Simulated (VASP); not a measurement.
# ScSi6 (Im-3m) in VASP: a series of runs

The runs below take ScSi6 through single point, relaxation of cell and atoms, with PBE.

Everything below comes from runs of VASP 6.6.1. Logs are shortened: lines on timing, memory, paths and dates and some standing lists are left out, and cuts for length are marked.

### Step 1. The cell of the first run

The structure is cubic, space group Im-3m (No. 229). The conventional cell has a = 6.641 Å, b = 6.641 Å, c = 6.641 Å, α = 90.00°, β = 90.00°, γ = 90.00°. Sc (site symmetry m-3m) has 24 Si at 3.71 Å within 4.9 Å. Within 3.1 Å of Si (site symmetry -4m2) lie 4 Si at 2.35 Å.

The cell was generated, and may not be a known phase.

### Step 2. Single point, PBE

INCAR

```
SYSTEM = ScSi6
ALGO = Normal ; EDIFF = 1E-6
ENCUT = 520 ; GGA = PE
ISIF = 2 ; ISMEAR = 0
LASPH = .True. ; LCHARG = .False.
LREAL = .False. ; LWAVE = .False.
NBANDS = 26 ; NELM = 60
PREC = Accurate ; SIGMA = 0.1
```

KPOINTS

```
k-points
0
Gamma
  8 8 8
  0 0 0
```

POSCAR

```
ScSi6
1.0
   -3.3205337323      3.3205337323      3.3205337323
    3.3205337323     -3.3205337323      3.3205337323
    3.3205337323      3.3205337323     -3.3205337323
Sc Si
1 6
Direct
    0.0000000000      0.0000000000      0.0000000000
    0.7500000000      0.2500000000      0.5000000000
    0.2500000000      0.7500000000      0.5000000000
    0.5000000000      0.2500000000      0.7500000000
    0.7500000000      0.5000000000      0.2500000000
    0.5000000000      0.7500000000      0.2500000000
    0.2500000000      0.5000000000      0.7500000000
```

Potentials or basis: VASP PAW PBE potentials, release 64 (Sc_sv, Si).

Launch:

```
> cat potpaw_PBE.64/Sc_sv/POTCAR potpaw_PBE.64/Si/POTCAR > POTCAR
> mpirun -np 1 vasp_std > vasp.out
```

OUTCAR:

```text
SYSTEM = ScSi6
   EDIFF = 1E-6
   ENCUT = 520
   GGA = PE
   ISIF = 2
   ISMEAR = 0
   LASPH = .True.
   LREAL = .False.
   NELM = 60
   PREC = Accurate

 ion  position               nearest neighbor table
   1  0.000  0.000  0.000-
   2  0.750  0.250  0.500-   4 2.35   5 2.35   7 2.35   6 2.35
   3  0.250  0.750  0.500-   4 2.35   6 2.35   7 2.35   5 2.35
   4  0.500  0.250  0.750-   2 2.35   5 2.35   7 2.35   3 2.35
   5  0.750  0.500  0.250-   2 2.35   3 2.35   6 2.35   4 2.35
   6  0.500  0.750  0.250-   2 2.35   3 2.35   5 2.35   7 2.35
   7  0.250  0.500  0.750-   3 2.35   4 2.35   6 2.35   2 2.35

  LATTYP: Found a body centered cubic cell.
 ALAT       =     6.6410674646

  Lattice vectors:

 A1 = (  -3.3205337323,   3.3205337323,   3.3205337323)
 A2 = (   3.3205337323,  -3.3205337323,   3.3205337323)
 A3 = (   3.3205337323,   3.3205337323,  -3.3205337323)

Analysis of symmetry for initial positions (statically):
=====================================================================
 Subroutine PRICEL returns:
 Original cell was already a primitive cell.

 Routine SETGRP: Setting up the symmetry group for a
 body centered cubic supercell.

 Subroutine GETGRP returns: Found 48 space group operations
 (whereof 48 operations were pure point group operations)
 out of a pool of 48 trial point group operations.

The static configuration has the point symmetry O_h .

Analysis of symmetry for dynamics (positions and initial velocities):
=====================================================================
 Subroutine PRICEL returns:
 Original cell was already a primitive cell.

 Routine SETGRP: Setting up the symmetry group for a
 body centered cubic supercell.

 Subroutine GETGRP returns: Found 48 space group operations
 (whereof 48 operations were pure point group operations)
 out of a pool of 48 trial point group operations.

The dynamic configuration has the point symmetry O_h .

 Subroutine INISYM returns: Found 48 space group operations
 (whereof 48 operations are pure point group operations),
 and found     1 'primitive' translations

----------------------------------------------------------------------------------------

                                     Primitive cell

  volume of cell :     146.4481

  direct lattice vectors                    reciprocal lattice vectors
    -3.320533732  3.320533732  3.320533732     0.000000000  0.150578202  0.150578202
     3.320533732 -3.320533732  3.320533732     0.150578202  0.000000000  0.150578202
     3.320533732  3.320533732 -3.320533732     0.150578202  0.150578202  0.000000000

  length of vectors
     5.751333133  5.751333133  5.751333133     0.212949736  0.212949736  0.212949736

  position of ions in fractional coordinates (direct lattice)
     0.000000000  0.000000000  0.000000000
     0.750000000  0.250000000  0.500000000
     0.250000000  0.750000000  0.500000000
     0.500000000  0.250000000  0.750000000
     0.750000000  0.500000000  0.250000000
     0.500000000  0.750000000  0.250000000
     0.250000000  0.500000000  0.750000000

  ion indices of the primitive-cell ions
   primitive index   ion index
                 1           1
                 2           2
                 3           3
                 4           4
                 5           5
                 6           6
                 7           7

----------------------------------------------------------------------------------------

 KPOINTS: k-points

Automatic generation of k-mesh.
 Grid dimensions read from file:
 generate k-points for:    8    8    8

 Generating k-lattice:

  Cartesian coordinates                     Fractional coordinates (reciprocal lattice)
     0.000000000  0.018822275  0.018822275     0.125000000  0.000000000  0.000000000
     0.018822275  0.000000000  0.018822275     0.000000000  0.125000000  0.000000000
     0.018822275  0.018822275  0.000000000     0.000000000  0.000000000  0.125000000

  Length of vectors
     0.026618717  0.026618717  0.026618717

  Shift w.r.t. Gamma in fractional coordinates (k-lattice)
     0.000000000  0.000000000  0.000000000

 Subroutine IBZKPT returns following result:
 ===========================================

 Found     29 irreducible k-points:

 Following reciprocal coordinates:
            Coordinates               Weight
  0.000000  0.000000  0.000000      1.000000
  0.125000  0.000000  0.000000     12.000000
  0.250000  0.000000  0.000000     12.000000
  0.375000  0.000000  0.000000     12.000000
  0.500000  0.000000  0.000000      6.000000
  0.125000  0.125000  0.000000     24.000000
[... 16 lines left out ...]
 -0.250000  0.250000  0.250000      6.000000
 -0.375000  0.375000  0.250000     24.000000
 [... further k-points ...]
   k-points           NKPTS =     29   k-points in BZ     NKDIM =     29   number of bands    NBANDS=     26
   number of dos      NEDOS =    301   number of ions     NIONS =      7
   total plane-waves  NPLWV = 110592
   dimension x,y,z NGX =    48 NGY =   48 NGZ =   48
   dimension x,y,z NGXF=    96 NGYF=   96 NGZF=   96
   ions per type =               1   6
   NGX,Y,Z   is equivalent  to a cutoff of  13.87, 13.87, 13.87 a.u.
   NGXF,Y,Z  is equivalent  to a cutoff of  27.75, 27.75, 27.75 a.u.
 SYSTEM =  ScSi6
   PREC   = accura    normal or accurate (medium, high low for compatibility)
   ISTART =      0    job   : 0-new  1-cont  2-samecut
   ICHARG =      2    charge: 1-file 2-atom 10-const
   ISPIN  =      1    spin polarized calculation?
   LNONCOLLINEAR =      F non collinear calculations
   LSORBIT =      F    spin-orbit coupling
   LASPH  =      T    aspherical Exc in radial PAW
   ENCUT  =  520.0 eV  38.22 Ry    6.18 a.u.  10.69 10.69 10.69*2*pi/ulx,y,z
   NELM   =     60;   NELMIN=  2; NELMDL= -5     # of ELM steps
   EDIFF  = 0.1E-05   stopping-criterion for ELM
   LREAL  =      F    real-space projection
   EDIFFG = 0.1E-04   stopping-criterion for IOM
   NSW    =      0    number of steps for IOM
   IBRION =     -1    ionic relax: 0-MD 1-quasi-New 2-CG
   NFREE  =      0    steps in history (QN), initial steepest desc. (CG)
   ISIF   =      2    stress and relaxation
   ISYM   =      2    0-nonsym 1-usesym 2-fastsym
   POTIM  = 0.5000    time-step for ionic-motion
   TEBEG  =    0.0;   TEEND  =   0.0 temperature during run
   PSTRESS=    0.0 pullay stress
   NELECT =      35.0000    total number of electrons
   NUPDOWN=      -1.0000    fix difference up-down
   EMIN   =  10.00;   EMAX   =-10.00  energy-range for DOS
   EFERMI =   0.00;   METHOD = LEGACY
   ISMEAR =     0;   SIGMA  =   0.10  broadening in eV -4-tet -1-fermi 0-gaus
   EFERMI_NEDOS =   21; number of points for ismear=-14 and -15
   IALGO  =     38    algorithm
   IMIX   =      4    mixing-type and parameters
     AMIX     =   0.40;   BMIX     =  1.00
     AMIX_MAG =   1.60;   BMIX_MAG =  1.00
  volume/ion in A,a.u.               =      20.92       141.18
  Fermi-wavevector in a.u.,A,eV,Ry     =   1.015944  1.919855 14.043138  1.032141
  Thomas-Fermi vector in A             =   2.149259
   LORBIT       =      0    0 simple, 1 ext, 2 COOP (PROOUT), +10 PAW based schemes
   GGA     = PE    functional components
   LHFCALC =     F    Hartree Fock is set to
   AEXX    =    0.0000 exact exchange contribution
   IVDW    =     0    specifies the selected vdW correction
   LEPSILON=     F    determine dielectric tensor
   LRPA    =     F    only Hartree local field effects (RPA)
 non-spin polarized calculation
 Gauss-broadening in eV      SIGMA  =   0.10
  energy-cutoff  :      520.00
  volume of cell :      146.45
 maximum number of plane-waves:      3997
 NGX is ok and might be reduce to    48
   NGX = 21   NGY = 21   NGZ = 21

 number of electron      35.0000001 magnetization

 Free energy of the ion-electron system (eV)
  ---------------------------------------------------
  ext. energy  EPLUGINS =         0.00000000
  ---------------------------------------------------
  free energy    TOTEN  =       -36.48401390 eV

  energy without entropy =      -36.45847693  energy(sigma->0) =      -36.47124541

 E-fermi :   5.8480     XC(G=0):  -9.5051

 val. band max:        5.8433491663   @ k =   0.5000   0.5000   0.5000
 cond. band min:       5.8529743954   @ k =  -0.3750   0.5000   0.2500
 fundamental gap:      0.0096252291
 Fermi energy:         5.8479593497

 k-point     1 :       0.0000    0.0000    0.0000
  band No.  band energies     occupation
      1     -45.5678      2.00000
      2     -24.1457      2.00000
      3     -24.1457      2.00000
      4     -24.1457      2.00000
      5      -6.3696      2.00000
      6      -1.6853      2.00000
[... 18 lines left out ...]
     25       6.9567      0.00000
     26       8.8950      0.00000

 k-point     2 :       0.1250    0.0000    0.0000
  band No.  band energies     occupation
      1     -45.5678      2.00000
      2     -24.1458      2.00000
      3     -24.1457      2.00000
      4     -24.1457      2.00000
      5      -6.2865      2.00000
      6      -2.5481      2.00000
[... 18 lines left out ...]
     25       7.3343      0.00000
     26       9.0869      0.00000

 k-point     3 :       0.2500    0.0000    0.0000
  band No.  band energies     occupation
      1     -45.5677      2.00000
      2     -24.1458      2.00000
      3     -24.1458      2.00000
      4     -24.1457      2.00000
      5      -6.0429      2.00000
      6      -3.4307      2.00000
[... 572 lines left out ...]
 k-point    23 :      -0.2500    0.2500    0.2500
  band No.  band energies     occupation
      1     -45.5677      2.00000
      2     -24.1459      2.00000
      3     -24.1458      2.00000
      4     -24.1458      2.00000
      5      -5.7407      2.00000
      6      -3.9530      2.00000
[... 18 lines left out ...]
     25       8.7424      0.00000
     26       8.9917      0.00000

 k-point    24 :      -0.3750    0.3750    0.2500
  band No.  band energies     occupation
      1     -45.5677      2.00000
      2     -24.1459      2.00000
      3     -24.1458      2.00000
      4     -24.1458      2.00000
      5      -5.3970      2.00000
      6      -4.3718      2.00000
[... 18 lines left out ...]
     25       8.4934      0.00000
     26       9.1633      0.00000

 [... further k-points ...]

------------------------ aborting loop because EDIFF is reached ----------------------------------------

  FORCE on cell =-STRESS in cart. coord.  units (eV):
  Direction    XX          YY          ZZ          XY          YZ          ZX
  --------------------------------------------------------------------------------------
  -------------------------------------------------------------------------------------
  Total       -0.0297264     -0.0297264     -0.0297264     -0.0000000     -0.0000000      0.0000000
  in kB       -0.3252136     -0.3252136     -0.3252136     -0.0000000     -0.0000000      0.0000000
  external PRESSURE =      -0.3252136 kB  Pullay stress =       0.0000000 kB

 VOLUME and BASIS-vectors are now :
 -----------------------------------------------------------------------------
  energy-cutoff  :      520.00
  volume of cell :      146.45
      direct lattice vectors                 reciprocal lattice vectors
    -3.320533732  3.320533732  3.320533732     0.000000000  0.150578202  0.150578202
     3.320533732 -3.320533732  3.320533732     0.150578202  0.000000000  0.150578202
     3.320533732  3.320533732 -3.320533732     0.150578202  0.150578202  0.000000000

 POSITION                                       TOTAL-FORCE (eV/Angst)
 -----------------------------------------------------------------------------------
      0.00000      0.00000      0.00000         0.000000     -0.000000     -0.000000
     -0.00000      3.32053      1.66027         0.000000     -0.000000     -0.000000
      3.32053     -0.00000      1.66027        -0.000000      0.000000     -0.000000
      1.66027      3.32053      0.00000         0.000000      0.000000     -0.000000
     -0.00000      1.66027      3.32053        -0.000000     -0.000000      0.000000
      1.66027     -0.00000      3.32053         0.000000     -0.000000      0.000000
      3.32053      1.66027      0.00000        -0.000000     -0.000000      0.000000
 -----------------------------------------------------------------------------------
    total drift:                                0.000000     -0.000000     -0.000000

  FREE ENERGIE OF THE ION-ELECTRON SYSTEM (eV)
  ---------------------------------------------------
  free  energy   TOTEN  =       -36.4840138988 eV

  energy  without entropy=      -36.4584769298  energy(sigma->0) =      -36.47124541
```

It took 1.9 min on 1 thread of Oxide Virtual Turin-like, shared host; peak memory 0.33 GiB.

Results:

```yaml
Free_energy: -36.4840 eV
Pressure: 0.0 GPa
Band_gap_on_the_k_mesh: zero (an odd number of electrons rules out a gap without spin polarisation)
```

Levels at points of the mesh, in eV from the Fermi level:
```
           k point  band 13  band 14  band 15  band 16  band 17  band 18  band 19  band 20  band 21  band 22
(0.00, 0.00, 0.00)    -3.60    -2.70    -2.70    -2.70     0.21     0.21     0.23     0.99     0.99     0.99
(0.50, 0.00, 0.00)    -3.53    -2.61    -1.66    -1.01    -0.67     0.17     0.24     0.27     0.59     1.12
(0.50, 0.50, 0.50)    -2.39    -0.55    -0.55    -0.55    -0.17    -0.17    -0.17     0.00     0.61     0.61
```

### Step 3. Relaxation of cell and atoms, PBE

INCAR

```
PREC     = Accurate       # precision mode
ENCUT    = 600            # plane-wave cutoff, eV
EDIFF    = 1E-6           # SCF threshold, eV
ISMEAR   = 0              # smearing method
SIGMA    = 0.1            # smearing width, eV
LREAL    = False          # projectors in reciprocal space
LASPH    = True           # aspherical terms in the spheres
NELM     = 60             # most SCF steps
ALGO     = Fast           # electronic algorithm
ISIF     = 3              # what is computed and relaxed
LWAVE    = False          # write WAVECAR
LCHARG   = False          # write CHGCAR
GGA      = PE             # functional
IBRION   = 2              # ionic algorithm
NSW      = 100            # ionic steps
EDIFFG   = -0.01          # ionic threshold
```

KPOINTS

```
regular mesh
0
Gamma
  8 8 8
```

POSCAR: that of step 2 with these lines changed.

```diff
@@ -2,5 +2,5 @@
 1.0
-   -3.3205337323      3.3205337323      3.3205337323
-    3.3205337323     -3.3205337323      3.3205337323
-    3.3205337323      3.3205337323     -3.3205337323
+   -3.3190106786      3.3190106786      3.3190106786
+    3.3190106786     -3.3190106786      3.3190106786
+    3.3190106786      3.3190106786     -3.3190106786
 Sc Si
```

Potentials or basis: VASP PAW PBE potentials, release 64 (Sc_sv, Si).

Launch:

```
> cat potpaw_PBE.64/Sc_sv/POTCAR potpaw_PBE.64/Si/POTCAR > POTCAR
> mpirun -np 1 vasp_std > vasp.out
```

It took 17 min on 1 thread of Oxide Virtual Turin-like, shared host; peak memory 0.37 GiB.

Results (log left out):

* Free energy: -36.4842 eV
* Relaxed volume: 20.93 Å³/atom
* Relaxed cell: a = 5.752 Å, b = 5.752 Å, c = 5.752 Å, α = 109.47°, β = 109.47°, γ = 109.47°
* Space group after relaxing (to 0.1 Å): Im-3m (No. 229)
* Energy gained by relaxing: 74.5 meV/atom
* Ionic steps: 5
* Pressure after relaxing: 0.0 GPa
* Band gap on the k mesh: zero (an odd number of electrons rules out a gap without spin polarisation)

Step by step:
| step | energy change (eV) | largest force (eV/Å) | pressure (GPa) | volume (Å³) |
| --- | --- | --- | --- | --- |
| 1 | 0.0000 | 0.0000 | 0.68 | 146.25 |
| 2 | -0.4166 | 0.0000 | -0.94 | 148.15 |
| 3 | -0.5212 | 0.0000 | -0.32 | 147.04 |
| 4 | -0.5216 | 0.0000 | -0.20 | 146.79 |
| 5 | -0.5218 | 0.0000 | -0.02 | 146.48 |

Final structure:
```yaml
crystal:
  lattice:
    - [-3.32075, 3.32075, 3.32075]
    - [3.32075, -3.32075, 3.32075]
    - [3.32075, 3.32075, -3.32075]
  atoms:
    - { symbol: Sc, position: [0.00000, 0.00000, 0.00000] }
    - { symbol: Si, position: [0.75000, 0.25000, 0.50000] }
    - { symbol: Si, position: [0.25000, 0.75000, 0.50000] }
    - { symbol: Si, position: [0.50000, 0.25000, 0.75000] }
    - { symbol: Si, position: [0.75000, 0.50000, 0.25000] }
    - { symbol: Si, position: [0.50000, 0.75000, 0.25000] }
    - { symbol: Si, position: [0.25000, 0.50000, 0.75000] }
```

Levels at points of the mesh, in eV from the Fermi level:
| k point | band 13 | band 14 | band 15 | band 16 | band 17 | band 18 | band 19 | band 20 | band 21 |
| --- | --- | --- | --- | --- | --- | --- | --- | --- | --- |
| (0.00, 0.00, 0.00) | -3.60 | -2.70 | -2.70 | -2.70 | 0.21 | 0.21 | 0.23 | 0.99 | 1.11 |
| (0.50, 0.00, 0.00) | -3.53 | -2.61 | -1.66 | -1.01 | -0.67 | 0.17 | 0.24 | 0.27 | 0.59 |
| (0.50, 0.50, 0.50) | -2.39 | -0.55 | -0.55 | -0.55 | -0.17 | -0.17 | -0.17 | 0.00 | 0.78 |
